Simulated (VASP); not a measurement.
# BN in VASP: further runs, part 2 of 2

VASP 6.6.1. The steps go on from the part before.

### Step 3. Single point, PBE+D3(BJ)

INCAR

```
SYSTEM = BN
ALGO = Normal ; DIPOL = 0.5 0.5 0.500
EDIFF = 1E-6 ; ENCUT = 520
GGA = PE ; IDIPOL = 3
ISIF = 2 ; ISMEAR = 0
IVDW = 12 ; LASPH = .True.
LCHARG = .False. ; LDIPOL = .True.
LREAL = .False. ; LWAVE = .False.
NBANDS = 11 ; NELM = 60
PREC = Accurate ; SIGMA = 0.02
```

KPOINTS

```
k-points
0
Gamma
  12 12 1
  0 0 0
```

POSCAR

```
BN
1.0
    2.4480000000      0.0000000000      0.0000000000
   -1.2240000000      2.1200301885      0.0000000000
    0.0000000000      0.0000000000     26.0000000000
B N
1 1
Direct
    0.0000000000      0.0000000000      0.5137307692
    0.6666666667      0.3333333333      0.4862692308
```

Potentials or basis: VASP PAW PBE potentials, release 64 (B, N).

Launch:

```sh
cat potpaw_PBE.64/B/POTCAR potpaw_PBE.64/N/POTCAR > POTCAR
mpirun -np 1 vasp_std > vasp.out
```

OUTCAR:

```text
SYSTEM = BN
   EDIFF = 1E-6
   ENCUT = 520
   GGA = PE
   ISIF = 2
   ISMEAR = 0
   IVDW = 12
   LASPH = .True.
   LREAL = .False.
   NELM = 60
   PREC = Accurate
 IVDW          = 12

 ion  position               nearest neighbor table
   1  0.000  0.000  0.514-   2 1.58   2 1.58   2 1.58
   2  0.667  0.333  0.486-   1 1.58   1 1.58   1 1.58

  LATTYP: Found a hexagonal cell.
 ALAT       =     2.4480000000
 C/A-ratio  =    10.6209150327

  Lattice vectors:

 A1 = (   2.4480000000,   0.0000000000,   0.0000000000)
 A2 = (  -1.2240000000,   2.1200301885,   0.0000000000)
 A3 = (   0.0000000000,   0.0000000000,  26.0000000000)

Analysis of symmetry for initial positions (statically):
=====================================================================
 Subroutine PRICEL returns:
 Original cell was already a primitive cell.

 Routine SETGRP: Setting up the symmetry group for a
 hexagonal supercell.

 Subroutine GETGRP returns: Found  6 space group operations
 (whereof  6 operations were pure point group operations)
 out of a pool of 24 trial point group operations.

[... 173 lines left out ...]
      7       0.1236      0.00000
      8       1.2003      0.00000
      9       2.3027      0.00000
     10       2.7193      0.00000
     11       3.0745      0.00000
[... 239 lines left out ...]
 k-point    19 :       0.3333    0.3333    0.0000
  band No.  band energies     occupation
      1     -17.5428      2.00000
      2     -10.9059      2.00000
      3     -10.7256      2.00000
      4      -5.5421      2.00000
      5      -1.9433      0.00000
      6       2.5290      0.00000
      7       6.2561      0.00000
      8       9.7948      0.00000
      9       9.9657      0.00000
     10      10.4292      0.00000
     11      11.0765      0.00000

------------------------ aborting loop because EDIFF is reached ----------------------------------------

 vacuum level on the upper side and lower side of the slab       (xc-potential included)        -1.452         1.435

 Edisp (eV)   -0.15917

 E8    (eV) :    -0.0510

  FORCE on cell =-STRESS in cart. coord.  units (eV):
  Direction    XX          YY          ZZ          XY          YZ          ZX
  --------------------------------------------------------------------------------------
  -------------------------------------------------------------------------------------
  Total       1.69725     1.69725    -6.69262     0.00000     0.00000     0.00000
  in kB      20.15248    20.15248   -79.46574     0.00000     0.00000     0.00000
  external pressure =      -13.05 kB  Pullay stress =        0.00 kB

 VOLUME and BASIS-vectors are now :
 -----------------------------------------------------------------------------
  energy-cutoff  :      520.00
  volume of cell :      134.94
      direct lattice vectors                 reciprocal lattice vectors
     2.448000000  0.000000000  0.000000000     0.408496732  0.235845698  0.000000000
    -1.224000000  2.120030188  0.000000000     0.000000000  0.471691396  0.000000000
     0.000000000  0.000000000 26.000000000     0.000000000  0.000000000  0.038461538

 POSITION                                       TOTAL-FORCE (eV/Angst)
 -----------------------------------------------------------------------------------
      0.00000      0.00000     13.35700         0.000000      0.000000     -9.354659
      1.22400      0.70668     12.64300        -0.000000     -0.000000      9.354659
 -----------------------------------------------------------------------------------
    total drift:                               -0.000000      0.000000      0.000065

  FREE ENERGIE OF THE ION-ELECTRON SYSTEM (eV)
  ---------------------------------------------------
  free  energy   TOTEN  =       -14.0437702813 eV

  energy  without entropy=      -14.0428571049  energy(sigma->0) =      -14.04331369

 vacuum level on the upper side and lower side of the slab        -0.330         2.617
```

stdout:

```text
POSCAR found type information on POSCAR B N
 POSCAR found :  2 types and       2 ions
 scaLAPACK will be used
 LDA part: xc-table for (Slater+PW92), standard interpolation
 POSCAR, INCAR and KPOINTS ok, starting setup
 FFT: planning ... GRIDC
 FFT: planning ... GRID_SOFT
 FFT: planning ... GRID
 WAVECAR not read
 entering main loop
```

It took 44 s on 1 thread of Intel Xeon Platinum 8259CL at 2.50GHz (Skylake/Cascade Lake), shared host; peak memory 0.24 GiB.

Results:

| Property | Result |
| --- | --- |
| Free energy | -14.0438 eV |
| Largest force | 9.355 eV/Å |
| Band gap on the k mesh | zero (band 4 reaches -3.36 eV, above the bottom of band 5 at -3.62 eV) |
| Dispersion energy per atom | -0.080 eV |

Forces in eV/Å, atoms in the order of the input:
```
B    0.000  0.000 -9.355
N    0.000  0.000  9.355
```

### Step 4. Single point, PBE+D3(BJ)

INCAR

```
SYSTEM = BN
  ALGO = Normal
  DIPOL = 0.5 0.5 0.500
  EDIFF = 1E-6
  ENCUT = 520
  GGA = PE
  IDIPOL = 3
  ISIF = 2
  ISMEAR = 0
  IVDW = 12
  LASPH = .True.
  LCHARG = .True.
  LDIPOL = .True.
  LELF = .True.
  LREAL = .False.
  LVACPOTAV = .True.
  LVHAR = .True.
  LWAVE = .False.
  NBANDS = 11
  NELM = 100
  PREC = Accurate
  SIGMA = 0.02
```

KPOINTS is that of step 3.

POSCAR

```
BN
1.0
    2.4480000000      0.0000000000      0.0000000000
   -1.2240000000      2.1200301885      0.0000000000
    0.0000000000      0.0000000000     26.0000000000
B N
1 1
Direct
    0.0000000000      0.0000000000      0.5192307692
    0.6666666667      0.3333333333      0.4807692308
```

Launch:

```sh
cat potpaw_PBE.64/B/POTCAR potpaw_PBE.64/N/POTCAR > POTCAR
mpirun -np 1 vasp_std > vasp.out
```

Wall time 46 s (1 thread of Intel Xeon Platinum 8259CL at 2.50GHz (Skylake/Cascade Lake), shared host); peak memory 0.24 GiB.

It converged, with:

- Free energy: -11.6282 eV
- Largest force: 7.310 eV/Å
- Band gap on the k mesh: zero (band 4 reaches -3.26 eV, above the bottom of band 5 at -4.74 eV)
- Dispersion energy per atom: -0.079 eV

Forces in eV/Å, atoms in the order of the input:
```
B    0.000  0.000 -7.310
N    0.000  0.000  7.310
```

Levels at points of the mesh, in eV from the Fermi level:
```tsv
k point	band 1	band 2	band 3	band 4	band 5	band 6	band 7	band 8
(0.00, 0.00, 0.00)	-17.63	-7.27	-1.33	1.47	1.47	4.32	5.23	6.18
(0.50, 0.00, 0.00)	-13.68	-7.98	-2.90	-1.02	0.25	4.56	9.38	9.64
```

### Step 5. Single point, PBE+D3(BJ)

This run uses another cell than the first one, of 69.24 Å³/atom, 1.026 times its volume.

INCAR

```
  PREC = Accurate
  ENCUT = 520
  EDIFF = 1E-6
  ISMEAR = 0
  SIGMA = 0.02
  LREAL = False
  LASPH = True
  NELM = 80
  ALGO = Normal
  ISIF = 2
  LWAVE = False
  LCHARG = False
  LDIPOL = True
  IDIPOL = 3
  DIPOL = 0.5 0.5 0.500
  GGA = PE
  IVDW = 12
  NBANDS = 11
```

KPOINTS

```
Automatic mesh
0
Gamma
  12 12 1
```

POSCAR

```
BN
1.0
    2.4800000000      0.0000000000      0.0000000000
   -1.2400000000      2.1477430014      0.0000000000
    0.0000000000      0.0000000000     26.0000000000
B N
1 1
Direct
    0.0000000000      0.0000000000      0.5055000000
    0.6666666667      0.3333333333      0.4945000000
```

Launch:

```sh
cat potpaw_PBE.64/B/POTCAR potpaw_PBE.64/N/POTCAR > POTCAR
mpirun -np 1 vasp_std > vasp.out
```

It took 34 s on 1 thread of Intel Xeon Platinum 8259CL at 2.50GHz (Skylake/Cascade Lake), shared host; peak memory 0.24 GiB.

The run converged. Its results:

```
Free energy                : -17.1522 eV
Largest force              : 4.108 eV/Å
Band gap on the k mesh     : 3.61 eV, indirect (least direct gap 4.27 eV)
Dispersion energy per atom : -0.079 eV
```

Forces on the atoms (eV/Å):
```
B    0.000  0.000 -4.108
N    0.000  0.000  4.108
```

Levels at points of the mesh, in eV from the valence-band top:
```tsv
k point	band 1	band 2	band 3	band 4	band 5	band 6	band 7	band 8
(0.00, 0.00, 0.00)	-17.62	-5.26	-0.66	-0.66	3.61	5.00	5.65	6.47
(0.50, 0.00, 0.00)	-14.36	-8.67	-3.52	-0.86	4.17	9.78	11.96	12.58
```

### Step 6. Single point, PBE+D3(BJ)

This run uses another cell than the first one, of 69.24 Å³/atom, 1.026 times its volume.

INCAR

```
PREC = Accurate
ENCUT = 520
EDIFF = 1E-7
ISMEAR = 0
SIGMA = 0.02
LREAL = F
LASPH = T
NELM = 80
ALGO = Normal
ISIF = 2
LWAVE = F
LCHARG = F
LDIPOL = T
IDIPOL = 3
DIPOL = 0.5 0.5 0.500
GGA = PE
IVDW = 12
NBANDS = 11
```

KPOINTS

```
regular mesh
0
Gamma
  12 12 1
```

POSCAR

```
BN
1.0
    2.4800000000      0.0000000000      0.0000000000
   -1.2400000000      2.1477430014      0.0000000000
    0.0000000000      0.0000000000     26.0000000000
B N
1 1
Direct
    0.0000000000      0.0000000000      0.5109807692
    0.6666666667      0.3333333333      0.4890192308
```

Potentials or basis: VASP PAW PBE potentials, release 64 (B, N).

Launch:

```sh
cat potpaw_PBE.64/B/POTCAR potpaw_PBE.64/N/POTCAR > POTCAR
mpirun -np 1 vasp_std > vasp.out
```

OUTCAR:

```text
PREC = Accurate
   ENCUT = 520
   EDIFF = 1E-7
   ISMEAR = 0
   LREAL = F
   LASPH = T
   NELM = 80
   ISIF = 2
   GGA = PE
   IVDW = 12
 IVDW          = 12

 ion  position               nearest neighbor table
   1  0.000  0.000  0.511-   2 1.54   2 1.54   2 1.54
   2  0.667  0.333  0.489-   1 1.54   1 1.54   1 1.54

  LATTYP: Found a hexagonal cell.
 ALAT       =     2.4800000000
 C/A-ratio  =    10.4838709677

  Lattice vectors:

 A1 = (   2.4800000000,   0.0000000000,   0.0000000000)
[... 449 lines left out ...]

 Edisp (eV)   -0.15602

 E8    (eV) :    -0.0500

  FORCE on cell =-STRESS in cart. coord.  units (eV):
  Direction    XX          YY          ZZ          XY          YZ          ZX
  --------------------------------------------------------------------------------------
  -------------------------------------------------------------------------------------
  Total       0.92803     0.92803    -4.72585     0.00000     0.00000    -0.00000
  in kB      10.73658    10.73658   -54.67434     0.00000     0.00000    -0.00000
  external pressure =      -11.07 kB  Pullay stress =        0.00 kB

 VOLUME and BASIS-vectors are now :
 -----------------------------------------------------------------------------
  energy-cutoff  :      520.00
  volume of cell :      138.49
      direct lattice vectors                 reciprocal lattice vectors
     2.480000000  0.000000000  0.000000000     0.403225806  0.232802528  0.000000000
    -1.240000000  2.147743001  0.000000000     0.000000000  0.465605056  0.000000000
     0.000000000  0.000000000 26.000000000     0.000000000  0.000000000  0.038461538

 POSITION                                       TOTAL-FORCE (eV/Angst)
 -----------------------------------------------------------------------------------
      0.00000      0.00000     13.28550         0.000000     -0.000000     -8.256630
      1.24000      0.71591     12.71450        -0.000000      0.000000      8.256630
 -----------------------------------------------------------------------------------
    total drift:                               -0.000000      0.000000     -0.000098

  FREE ENERGIE OF THE ION-ELECTRON SYSTEM (eV)
  ---------------------------------------------------
  free  energy   TOTEN  =       -15.3873063192 eV

  energy  without entropy=      -15.3873063192  energy(sigma->0) =      -15.38730632

 vacuum level on the upper side and lower side of the slab        -0.594         2.615
```

Wall time 39 s (1 thread of Intel Xeon Platinum 8259CL at 2.50GHz (Skylake/Cascade Lake), shared host); peak memory 0.24 GiB.

What came out:

```yaml
Free_energy: -15.3873 eV
Largest_force: 8.257 eV/Å
Band_gap_on_the_k_mesh: 1.22 eV, direct
Dispersion_energy_per_atom: -0.078 eV
```

Forces in eV/Å, atoms in the order of the input:
```
B    0.000  0.000 -8.257
N    0.000  0.000  8.257
```
